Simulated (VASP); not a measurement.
Here is a VASP 6.6.1 calculation.

The input INCAR:

```
SYSTEM = BaLi2Pd
PREC = Accurate
ENCUT = 520
EDIFF = 1E-6
ISMEAR = 0
SIGMA = 0.1
LREAL = .False.
LASPH = .True.
NELM = 80
ALGO = Normal
ISIF = 2
LWAVE = .False.
LCHARG = .True.
GGA = PE
LELF = .True.
LVHAR = .True.
NBANDS = 21
```

Contents of KPOINTS:

```
regular mesh
0
Gamma
  6 6 6
  0 0 0
```

File POSCAR:

```
BaLi2Pd
1.0
    2.2578901650      1.3035934946      5.7683841646
   -2.2578901650      1.3035934946      5.7683841646
    0.0000000000     -2.6071869891      5.7683841646
Ba Li Pd
1 2 1
Direct
    0.5000000000      0.5000000000      0.5000000000
    0.3071619527      0.3071619527      0.3071619527
    0.6928380473      0.6928380473      0.6928380473
    0.0000000000      0.0000000000      0.0000000000
```

Potentials or basis: VASP PAW PBE potentials, release 64 (Ba_sv, Li_sv, Pd).

The run is started by

```console
$ cat potpaw_PBE.64/Ba_sv/POTCAR potpaw_PBE.64/Li_sv/POTCAR potpaw_PBE.64/Pd/POTCAR > POTCAR
$ mpirun -np 1 vasp_std > vasp.out
```

(1) What does it give for the band gap on the k mesh?

(2) What does it give for the largest force?

## Answers

(1) zero (bands 13 and 14 overlap by 0.45 eV).

(2) 0.006 eV/Å.

Caveat: spin-orbit coupling is left out, which moves the levels of the heavy elements.
